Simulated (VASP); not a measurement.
A run of VASP 6.6.1 is set up as follows.

File INCAR:

```
PREC = Accurate
ENCUT = 520
EDIFF = 1E-6
ISMEAR = 0
SIGMA = 0.1
LREAL = False
LASPH = True
NELM = 60
ALGO = Fast
ISIF = 2
LWAVE = False
LCHARG = True
GGA = PE
LELF = True
LVHAR = True
NBANDS = 10
```

File KPOINTS:

```
regular mesh
0
Gamma
  8 8 4
```

POSCAR

```
Al
1.0
    1.4057456226     -2.5072463403      0.0000000000
    1.4057456226      2.5072463403      0.0000000000
    0.0000000000      0.0000000000      4.7117939041
Al
2
Direct
    0.3326879691      0.6673120309      0.2500000000
    0.6673120309      0.3326879691      0.7500000000
```

Potentials or basis: VASP PAW PBE potentials, release 64 (Al).

Launch:

```console
$ cat potpaw_PBE.64/Al/POTCAR > POTCAR
$ mpirun -np 1 vasp_std > vasp.out
```

Q: Estimate the band gap on the k mesh.

A: Zero (bands 3 and 4 overlap by 7.46 eV).

Q: What does it give for the pressure?

A: 0.2 GPa.

Forces in eV/Å, atoms in the order of the input:
```
Al   0.000 -0.003  0.000
Al   0.000  0.003  0.000
```
